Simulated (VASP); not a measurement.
Set up this calculation in VASP 6.6.1, as the native input.

```
Task                   : single point
Functional             : PBE
Potentials or basis    : VASP PAW PBE potentials, release 64 (Pb_d, Se)
Cutoff                 : 500 eV
k mesh                 : 2 × 2 × 2
Occupations            : gaussian, width 0.01 eV
Spin                   : no spin polarisation
Dipole correction      : no
Further INCAR settings : ALGO = Normal; EDIFF = 1e-06; NBANDS = 17
```

The structure of PbSe (Clausthalite) lies in POSCAR:

```
PbSe
1.0
    0.0000000000      3.0606500000      3.0606500000
    3.0606500000      0.0000000000      3.0606500000
    3.0606500000      3.0606500000      0.0000000000
Pb Se
1 1
Direct
    0.0000000000      0.0000000000      0.0000000000
    0.5000000000      0.5000000000      0.5000000000
```

The input as run:

INCAR

```
SYSTEM = PbSe
PREC = Accurate
ENCUT = 500
EDIFF = 1E-6
ISMEAR = 0
SIGMA = 0.01
LREAL = .False.
LASPH = .True.
NELM = 120
ALGO = Normal
ISIF = 2
LWAVE = .False.
LCHARG = .False.
GGA = PE
NBANDS = 17
GGA_COMPAT = .False.
```

KPOINTS

```
regular mesh
0
Gamma
  2 2 2
  0 0 0
```

Potentials or basis: VASP PAW PBE potentials, release 64 (Pb_d, Se).

Launch:

```sh
$ cat potpaw_PBE.64/Pb_d/POTCAR potpaw_PBE.64/Se/POTCAR > POTCAR
$ mpirun -np 1 vasp_std > vasp.out
```

Results of the run:

| Property | Result |
| --- | --- |
| Pressure | 10.6 GPa |
| Band gap on the k mesh | 0.09 eV, direct |

Caveat: the k points lie up to 0.89 Å⁻¹ apart; spin-orbit coupling is left out, which moves the levels of the heavy elements.

Wall time 6 s on 1 thread of Intel(R) Xeon(R) Platinum 8488C (Sapphire Rapids), on a shared host, peak memory 0.17 GiB.
